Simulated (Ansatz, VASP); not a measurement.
GaGe: VASP beside Ansatz

File INCAR:

```
SYSTEM = GaGe
ALGO = Normal
EDIFF = 1E-6
EDIFFG = -0.01
ENCUT = 600
GGA = PE
IBRION = 2
ISIF = 3
ISMEAR = 0
LASPH = .True.
LCHARG = .False.
LREAL = .False.
LWAVE = .False.
NELM = 100
NSW = 100
PREC = Accurate
SIGMA = 0.1
```

KPOINTS

```
k-points
0
Gamma
  16 16 16
  0 0 0
```

The input POSCAR:

```
GaGe
1.0
    3.3703569352      0.0000000000      0.0000000000
    0.0000000000      3.3703569352      0.0000000000
    0.0000000000      0.0000000000      3.3703569352
Ga Ge
1 1
Direct
    0.0000000000      0.0000000000      0.0000000000
    0.5000000000      0.5000000000      0.5000000000
```

Input for Ansatz:

```yaml
crystal:
  lattice:
    - [3.3703569352, 0.0, 0.0]
    - [0.0, 3.3703569352, 0.0]
    - [0.0, 0.0, 3.3703569352]
  atoms:
    - { symbol: Ga, position: [0.0, 0.0, 0.0] }
    - { symbol: Ge, position: [0.5, 0.5, 0.5] }
basis:
  ecutwfc: 420
kpoints:
  mp_grid: { grid: [16, 16, 16] }
hamiltonian:
  xc: pbe
scf:
  occupations: { method: gaussian, width: 0.1 }
output:
  forces: true
  stress: true
  eigenvalues: true
relax:
  adjacent_minimum: "off"
  f_tol: 0.01
  max_steps: 80
  cell: { stress_tol: 0.05 }
```

Alike in both runs: task relaxation of cell and atoms; functional PBE; k mesh 16 × 16 × 16; occupations gaussian, width 0.1 eV; no spin polarisation.

|  | VASP | Ansatz |
| --- | --- | --- |
| version | VASP 6.6.1 | Ansatz 0.2.0 |
| potentials or method | VASP PAW PBE potentials, release 64 (Ga_d, Ge_d), cutoff 600 eV | scalar-relativistic, plane waves, PAW |
| valence electrons in the cell | 27 | 27 |

Ansatz gave:

| Quantity | Value |
| --- | --- |
| gap on the k mesh at the Fermi level, each at its own relaxed structure (eV) | none |
| relaxed volume (Å³/atom) | 19.21 |
| relaxed cell length with the largest relative difference (Å) | 3.374 |

Question: Which values does VASP return?

Answer: gap on the k mesh at the Fermi level, each at its own relaxed structure (eV): none; relaxed volume (Å³/atom): 19.23; relaxed cell length with the largest relative difference (Å): 3.375.

A gap of «none» marks a metal or a gap that the smearing closes.

Noted on VASP's run: too few bands were computed for a metal, which touches its energy and stress.
